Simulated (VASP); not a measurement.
Input of a VASP 6.6.1 run:

The input INCAR:

```
PREC = Accurate
ENCUT = 500
EDIFF = 1E-6
ISMEAR = 0
SIGMA = 0.1
LREAL = F
LASPH = T
NELM = 120
ALGO = Normal
ISIF = 2
LWAVE = F
LCHARG = F
GGA = PS
NBANDS = 11
GGA_COMPAT = F
```

The input KPOINTS:

```
Automatic mesh
0
Gamma
  8 8 8
```

The input POSCAR:

```
Hf
1.0
   -1.5896357006      1.5896357006      1.5896357006
    1.5896357006     -1.5896357006      1.5896357006
    1.5896357006      1.5896357006     -1.5896357006
Hf
1
Direct
    0.0000000000      0.0000000000      0.0000000000
```

Potentials or basis: VASP PAW PBE potentials, release 64 (Hf_pv).

Launch:

```bash
$ cat potpaw_PBE.64/Hf_pv/POTCAR > POTCAR
$ mpirun -np 1 vasp_std > vasp.out
```

(1) Estimate the pressure.

(2) What does it give for the band gap on the k mesh?

Results:

(1) 48.6 GPa.

(2) zero (bands 5 and 6 overlap by 2.86 eV).

Caveat: the cell stands under pressure; the PAW data sets were made with another functional, which shifts forces and pressure a little; spin-orbit coupling is left out, which moves the levels of the heavy elements.
